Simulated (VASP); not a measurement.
# Ge (P6_3/mmc) in VASP: a series of runs

Runs on Ge. Level: r2SCAN. Tasks: single point.

Program: VASP 6.6.1. These are calculated values, not measurements. Logs are shortened: lines on timing, memory, paths and dates and some standing lists are left out, and cuts for length are marked.

## (1) The cell of the first run

Symmetry: P6_3/mmc, No. 194, hexagonal system. Conventional cell: a = 3.876 Å, b = 3.876 Å, c = 6.405 Å, α = 90.00°, β = 90.00°, γ = 120.00°. Ge (site symmetry 3m) has 4 Ge at 2.38 to 2.40 Å within 3.1 Å.

## (2) Single point, r2SCAN (strain -0.030 along x and y, -0.030 along z)

Input file POSCAR:

```
Ge
1.0
    3.8757792404      0.0000000000      0.0000000000
   -1.9378896202      3.3565232816      0.0000000000
    0.0000000000      0.0000000000      6.4046296298
Ge
4
Direct
    0.6666666667      0.3333333333      0.0629814339
    0.3333333333      0.6666666667      0.5629814339
    0.6666666667      0.3333333333      0.4370185661
    0.3333333333      0.6666666667      0.9370185661
```

Input file INCAR.step1:

```
SYSTEM = Ge
ALGO = Normal ; EDIFF = 1E-4
ENCUT = 520 ; GGA = PE
ISMEAR = 0 ; LASPH = .True.
LCHARG = .False. ; LREAL = .False.
LWAVE = .True. ; NBANDS = 36
NELM = 100 ; PREC = Accurate
SIGMA = 0.03
```

Input file INCAR.step2:

```
SYSTEM = Ge
ALGO = Normal ; EDIFF = 1E-6
ENCUT = 520 ; ISIF = 2
ISMEAR = 0 ; ISTART = 1
LASPH = .True. ; LCHARG = .True.
LELF = .True. ; LMIXTAU = .True.
LREAL = .False. ; LVHAR = .True.
LWAVE = .False. ; METAGGA = R2SCAN
NBANDS = 36 ; NELM = 100
PREC = Accurate ; SIGMA = 0.03
```

Input file KPOINTS:

```
k-points
0
Gamma
  12 12 6
  0 0 0
```

Potentials or basis: VASP PAW PBE potentials, release 64 (Ge_d).

Command:

```console
> cat potpaw_PBE.64/Ge_d/POTCAR > POTCAR
> cp INCAR.step1 INCAR
> mpirun -np 1 vasp_std > vasp.out
> cp INCAR.step2 INCAR
> mpirun -np 1 vasp_std > vasp.out
```

OUTCAR:

```text
SYSTEM = Ge
   EDIFF = 1E-6
   ENCUT = 520
   ISIF = 2
   ISMEAR = 0
   ISTART = 1
   LASPH = .True.
   LREAL = .False.
   METAGGA = R2SCAN
   NELM = 100
   PREC = Accurate

 ion  position               nearest neighbor table
   1  0.667  0.333  0.063-   4 2.38   4 2.38   4 2.38   3 2.40
   2  0.333  0.667  0.563-   3 2.38   3 2.38   3 2.38   4 2.40
   3  0.667  0.333  0.437-   2 2.38   2 2.38   2 2.38   1 2.40
   4  0.333  0.667  0.937-   1 2.38   1 2.38   1 2.38   2 2.40

  LATTYP: Found a hexagonal cell.
 ALAT       =     3.8757792404
 C/A-ratio  =     1.6524753430

  Lattice vectors:

 A1 = (   3.8757792404,   0.0000000000,   0.0000000000)
 A2 = (  -1.9378896202,   3.3565232816,   0.0000000000)
 A3 = (   0.0000000000,   0.0000000000,   6.4046296298)

Analysis of symmetry for initial positions (statically):
=====================================================================
 Subroutine PRICEL returns:
 Original cell was already a primitive cell.

 Routine SETGRP: Setting up the symmetry group for a
 hexagonal supercell.

 Subroutine GETGRP returns: Found 24 space group operations
 (whereof 12 operations were pure point group operations)
 out of a pool of 24 trial point group operations.

The static configuration has the point symmetry D_3d.
 The point group associated with its full space group is D_6h.

Analysis of symmetry for dynamics (positions and initial velocities):
=====================================================================
 Subroutine PRICEL returns:
 Original cell was already a primitive cell.

 Routine SETGRP: Setting up the symmetry group for a
 hexagonal supercell.

 Subroutine GETGRP returns: Found 24 space group operations
 (whereof 12 operations were pure point group operations)
 out of a pool of 24 trial point group operations.

The dynamic configuration has the point symmetry D_3d.
 The point group associated with its full space group is D_6h.

 Subroutine INISYM returns: Found 24 space group operations
 (whereof 12 operations are pure point group operations),
 and found     1 'primitive' translations

----------------------------------------------------------------------------------------

                                     Primitive cell

  volume of cell :      83.3187

  direct lattice vectors                    reciprocal lattice vectors
     3.875779240  0.000000000  0.000000000     0.258012631  0.148963662  0.000000000
    -1.937889620  3.356523282  0.000000000     0.000000000  0.297927324  0.000000000
     0.000000000  0.000000000  6.404629630     0.000000000  0.000000000  0.156137054

  length of vectors
     3.875779240  3.875779240  6.404629630     0.297927324  0.297927324  0.156137054

  position of ions in fractional coordinates (direct lattice)
     0.666666667  0.333333333  0.062981434
     0.333333333  0.666666667  0.562981434
     0.666666667  0.333333333  0.437018566
     0.333333333  0.666666667  0.937018566

  ion indices of the primitive-cell ions
   primitive index   ion index
                 1           1
                 2           2
                 3           3
                 4           4

----------------------------------------------------------------------------------------

 KPOINTS: k-points

Automatic generation of k-mesh.
 Grid dimensions read from file:
 generate k-points for:   12   12    6

 Generating k-lattice:

  Cartesian coordinates                     Fractional coordinates (reciprocal lattice)
     0.021501053  0.012413639  0.000000000     0.083333333  0.000000000  0.000000000
     0.000000000  0.024827277  0.000000000     0.000000000  0.083333333  0.000000000
     0.000000000  0.000000000  0.026022842     0.000000000  0.000000000  0.166666667

  Length of vectors
     0.024827277  0.024827277  0.026022842

  Shift w.r.t. Gamma in fractional coordinates (k-lattice)
     0.000000000  0.000000000  0.000000000

 Subroutine IBZKPT returns following result:
 ===========================================

 Found     76 irreducible k-points:

 Following reciprocal coordinates:
            Coordinates               Weight
  0.000000  0.000000  0.000000      1.000000
  0.083333  0.000000  0.000000      6.000000
  0.166667  0.000000  0.000000      6.000000
  0.250000  0.000000  0.000000      6.000000
  0.333333  0.000000  0.000000      6.000000
  0.416667  0.000000  0.000000      6.000000
[... 16 lines left out ...]
  0.250000  0.000000  0.166667     12.000000
  0.333333  0.000000  0.166667     12.000000
 [... further k-points ...]
   k-points           NKPTS =     76   k-points in BZ     NKDIM =     76   number of bands    NBANDS=     36
   number of dos      NEDOS =    301   number of ions     NIONS =      4
   total plane-waves  NPLWV =  43200
   dimension x,y,z NGX =    30 NGY =   30 NGZ =   48
   dimension x,y,z NGXF=    60 NGYF=   60 NGZF=   96
   ions per type =               4
   NGX,Y,Z   is equivalent  to a cutoff of  12.87, 12.87, 12.46 a.u.
   NGXF,Y,Z  is equivalent  to a cutoff of  25.74, 25.74, 24.92 a.u.
 SYSTEM =  Ge
   PREC   = accura    normal or accurate (medium, high low for compatibility)
   ISTART =      1    job   : 0-new  1-cont  2-samecut
   ICHARG =      0    charge: 1-file 2-atom 10-const
   ISPIN  =      1    spin polarized calculation?
   LNONCOLLINEAR =      F non collinear calculations
   LSORBIT =      F    spin-orbit coupling
   LASPH  =      T    aspherical Exc in radial PAW
   ENCUT  =  520.0 eV  38.22 Ry    6.18 a.u.   7.21  7.21 11.91*2*pi/ulx,y,z
   NELM   =    100;   NELMIN=  2; NELMDL=  0     # of ELM steps
   EDIFF  = 0.1E-05   stopping-criterion for ELM
   LREAL  =      F    real-space projection
   EDIFFG = 0.1E-04   stopping-criterion for IOM
   NSW    =      0    number of steps for IOM
   IBRION =     -1    ionic relax: 0-MD 1-quasi-New 2-CG
   NFREE  =      0    steps in history (QN), initial steepest desc. (CG)
   ISIF   =      2    stress and relaxation
   ISYM   =      2    0-nonsym 1-usesym 2-fastsym
   POTIM  = 0.5000    time-step for ionic-motion
   TEBEG  =    0.0;   TEEND  =   0.0 temperature during run
   PSTRESS=    0.0 pullay stress
   NELECT =      56.0000    total number of electrons
   NUPDOWN=      -1.0000    fix difference up-down
   EMIN   =  10.00;   EMAX   =-10.00  energy-range for DOS
   EFERMI =   0.00;   METHOD = LEGACY
   ISMEAR =     0;   SIGMA  =   0.03  broadening in eV -4-tet -1-fermi 0-gaus
   EFERMI_NEDOS =   21; number of points for ismear=-14 and -15
   IALGO  =     38    algorithm
   IMIX   =      4    mixing-type and parameters
     AMIX     =   0.40;   BMIX     =  1.00
     AMIX_MAG =   1.60;   BMIX_MAG =  1.00
  volume/ion in A,a.u.               =      20.83       140.57
  Fermi-wavevector in a.u.,A,eV,Ry     =   1.434025  2.709914 27.979382  2.056427
  Thomas-Fermi vector in A             =   2.553478
   LORBIT       =      0    0 simple, 1 ext, 2 COOP (PROOUT), +10 PAW based schemes
   METAGGA = R2SCAN    functional components
   LHFCALC =     F    Hartree Fock is set to
   AEXX    =    0.0000 exact exchange contribution
   IVDW    =     0    specifies the selected vdW correction
   LEPSILON=     F    determine dielectric tensor
   LRPA    =     F    only Hartree local field effects (RPA)
 non-spin polarized calculation
 Gauss-broadening in eV      SIGMA  =   0.03
  energy-cutoff  :      520.00
  volume of cell :       83.32
 maximum number of plane-waves:      2265
 NGX is ok and might be reduce to    30
   NGX = 15   NGY = 15   NGZ = 23

 number of electron      55.9999943 magnetization

 Free energy of the ion-electron system (eV)
  ---------------------------------------------------
  ext. energy  EPLUGINS =         0.00000000
  ---------------------------------------------------
  free energy    TOTEN  =       -55.22736499 eV

  energy without entropy =      -55.22736499  energy(sigma->0) =      -55.22736499

 E-fermi :   6.0370     XC(G=0): -11.2579

 val. band max:        5.8714693346   @ k =   0.0000   0.0000   0.0000
 cond. band min:       6.1950380555   @ k =   0.0000   0.0000   0.0000
 fundamental gap:      0.3235687210
 Fermi energy:         6.0370342256

 k-point     1 :       0.0000    0.0000    0.0000
  band No.  band energies     occupation
      1     -20.0266      2.00000
      2     -20.0266      2.00000
      3     -19.9760      2.00000
      4     -19.9752      2.00000
      5     -19.9752      2.00000
      6     -19.9611      2.00000
[... 28 lines left out ...]
     35      10.7241      0.00000
     36      12.6070      0.00000

 k-point     2 :       0.0833    0.0000    0.0000
  band No.  band energies     occupation
      1     -20.0329      2.00000
      2     -20.0286      2.00000
      3     -19.9825      2.00000
      4     -19.9786      2.00000
      5     -19.9754      2.00000
      6     -19.9535      2.00000
[... 28 lines left out ...]
     35      11.0883      0.00000
     36      12.7560      0.00000

 k-point     3 :       0.1667    0.0000    0.0000
  band No.  band energies     occupation
      1     -20.0434      2.00000
      2     -20.0326      2.00000
      3     -19.9943      2.00000
      4     -19.9858      2.00000
      5     -19.9746      2.00000
      6     -19.9418      2.00000
[... 28 lines left out ...]
     35      11.8929      0.00000
     36      12.0326      0.00000

 k-point     4 :       0.2500    0.0000    0.0000
  band No.  band energies     occupation
      1     -20.0504      2.00000
      2     -20.0359      2.00000
      3     -20.0064      2.00000
      4     -19.9929      2.00000
      5     -19.9702      2.00000
      6     -19.9327      2.00000
[... 28 lines left out ...]
     35      13.2324      0.00000
     36      13.3181      0.00000

 k-point     5 :       0.3333    0.0000    0.0000
  band No.  band energies     occupation
      1     -20.0517      2.00000
      2     -20.0374      2.00000
      3     -20.0179      2.00000
      4     -19.9982      2.00000
      5     -19.9613      2.00000
      6     -19.9272      2.00000
[... 655 lines left out ...]
 k-point    22 :       0.1667    0.0000    0.1667
  band No.  band energies     occupation
      1     -20.0399      2.00000
      2     -20.0301      2.00000
      3     -19.9919      2.00000
      4     -19.9904      2.00000
      5     -19.9796      2.00000
      6     -19.9430      2.00000
[... 28 lines left out ...]
     35      11.7868      0.00000
     36      12.3870      0.00000

 k-point    23 :       0.2500    0.0000    0.1667
  band No.  band energies     occupation
      1     -20.0463      2.00000
      2     -20.0335      2.00000
      3     -20.0032      2.00000
      4     -19.9968      2.00000
      5     -19.9750      2.00000
      6     -19.9340      2.00000
[... 28 lines left out ...]
     35      12.8186      0.00000
     36      13.0253      0.00000

 k-point    24 :       0.3333    0.0000    0.1667
  band No.  band energies     occupation
      1     -20.0472      2.00000
      2     -20.0352      2.00000
      3     -20.0139      2.00000
      4     -20.0015      2.00000
      5     -19.9657      2.00000
      6     -19.9279      2.00000
[... 28 lines left out ...]
     35      13.7052      0.00000
     36      14.3324      0.00000

 [... further k-points ...]
[... 5 lines left out ...]
  --------------------------------------------------------------------------------------
  -------------------------------------------------------------------------------------
  Total        4.2525313      4.2525313      4.2783542      0.0000000      0.0000000      0.0000000
  in kB       81.7740263     81.7740263     82.2705874      0.0000000      0.0000000      0.0000000
  external PRESSURE =      81.9395466 kB  Pullay stress =       0.0000000 kB

 VOLUME and BASIS-vectors are now :
 -----------------------------------------------------------------------------
  energy-cutoff  :      520.00
  volume of cell :       83.32
      direct lattice vectors                 reciprocal lattice vectors
     3.875779240  0.000000000  0.000000000     0.258012631  0.148963662  0.000000000
    -1.937889620  3.356523282  0.000000000     0.000000000  0.297927324  0.000000000
     0.000000000  0.000000000  6.404629630     0.000000000  0.000000000  0.156137054

 POSITION                                       TOTAL-FORCE (eV/Angst)
 -----------------------------------------------------------------------------------
      1.93789      1.11884      0.40337         0.000000      0.000000      0.051222
     -0.00000      2.23768      3.60569        -0.000000     -0.000000      0.051222
      1.93789      1.11884      2.79894        -0.000000      0.000000     -0.051222
     -0.00000      2.23768      6.00126         0.000000     -0.000000     -0.051222
 -----------------------------------------------------------------------------------
    total drift:                                0.000000     -0.000000      0.000000

  FREE ENERGIE OF THE ION-ELECTRON SYSTEM (eV)
  ---------------------------------------------------
  free  energy   TOTEN  =       -55.2273649927 eV

  energy  without entropy=      -55.2273649927  energy(sigma->0) =      -55.22736499
```

Wall time 12 min (1 thread of Oxide Virtual Turin-like, shared host); peak memory 0.27 GiB.

What came out:

```
Free energy            : -55.2274 eV
Pressure               : 8.2 GPa
Largest force          : 0.051 eV/Å
Band gap on the k mesh : 0.32 eV, direct
```

Forces on the atoms (eV/Å):
```
Ge   0.000  0.000  0.051
Ge   0.000  0.000  0.051
Ge   0.000  0.000 -0.051
Ge   0.000  0.000 -0.051
```

Levels at points of the mesh, in eV from the valence-band top:
| k point | band 24 | band 25 | band 26 | band 27 | band 28 | band 29 | band 30 | band 31 | band 32 | band 33 |
| --- | --- | --- | --- | --- | --- | --- | --- | --- | --- | --- |
| (0.00, 0.00, 0.00) | -1.87 | -1.87 | -0.35 | 0.00 | 0.00 | 0.32 | 1.11 | 2.25 | 2.25 | 2.88 |
| (0.50, 0.00, 0.00) | -7.39 | -5.41 | -3.71 | -3.42 | -1.84 | 0.50 | 2.09 | 3.68 | 3.84 | 4.66 |
| (0.00, 0.00, 0.50) | -5.27 | -1.15 | -1.15 | -1.15 | -1.15 | 1.16 | 1.16 | 3.50 | 3.50 | 3.50 |
| (0.50, 0.00, 0.50) | -8.71 | -3.06 | -3.06 | -2.96 | -2.96 | 0.67 | 0.67 | 2.15 | 2.15 | 6.61 |

Caveat: the cell differs from its parent crystal (strain -0.030 along x and y, -0.030 along z); the PAW data sets were made with another functional, which shifts forces and pressure a little. A k mesh can miss the band edges.

(Part 1 of 2 ends here.)
